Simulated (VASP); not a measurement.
A run of VASP 6.6.1:

File INCAR:

```
  PREC = Accurate
  ENCUT = 520
  EDIFF = 1E-6
  ISMEAR = 0
  SIGMA = 0.1
  LREAL = F
  LASPH = T
  NELM = 100
  ALGO = Normal
  ISIF = 2
  LWAVE = F
  LCHARG = F
  LDIPOL = T
  IDIPOL = 3
  DIPOL = 0.5 0.5 0.305
  GGA = PE
  NBANDS = 104
```

The input KPOINTS:

```
regular mesh
0
Gamma
  5 5 1
```

File POSCAR:

```
HRh6
1.0
    5.4163401145      0.0000000000      0.0000000000
    0.0000000000      5.4163401145      0.0000000000
    0.0000000000      0.0000000000     21.6737367085
Rh H
12 2
Direct
    0.2500000000      0.2500000000      0.1845551625
    0.2500000000      0.7500000000      0.1845551625
    0.7500000000      0.2500000000      0.1845551625
    0.7500000000      0.7500000000      0.1845551625
    0.0000000000      0.0000000000      0.2693761947
    0.0000000000      0.5000000000      0.2693761947
    0.5000000000      0.0000000000      0.2693761947
    0.5000000000      0.5000000000      0.2693761947
    0.2500000000      0.2500000000      0.3540569313
    0.2500000000      0.7500000000      0.3540569313
    0.7500000000      0.2500000000      0.3540569313
    0.7500000000      0.7500000000      0.3540569313
    0.4307650568      0.5000000000      0.5201565775
    0.5692349432      0.5000000000      0.5201565775
```

Potentials or basis: VASP PAW PBE potentials, release 64 (Rh_pv, H).

Command:

```console
$ cat potpaw_PBE.64/Rh_pv/POTCAR potpaw_PBE.64/H/POTCAR > POTCAR
$ mpirun -np 1 vasp_std > vasp.out
```

Hardware: 1 thread of Intel(R) Xeon(R) Platinum 8259CL CPU @ 2.50GHz (Skylake/Cascade Lake), on a shared host.

Question: How long does it take, and how much memory?

Answer: Run time: 32 min on 1 thread of Intel(R) Xeon(R) Platinum 8259CL CPU @ 2.50GHz (Skylake/Cascade Lake), with other jobs on the host, peak memory 0.78 GiB. Counts: scf iterations 30, k points 9.
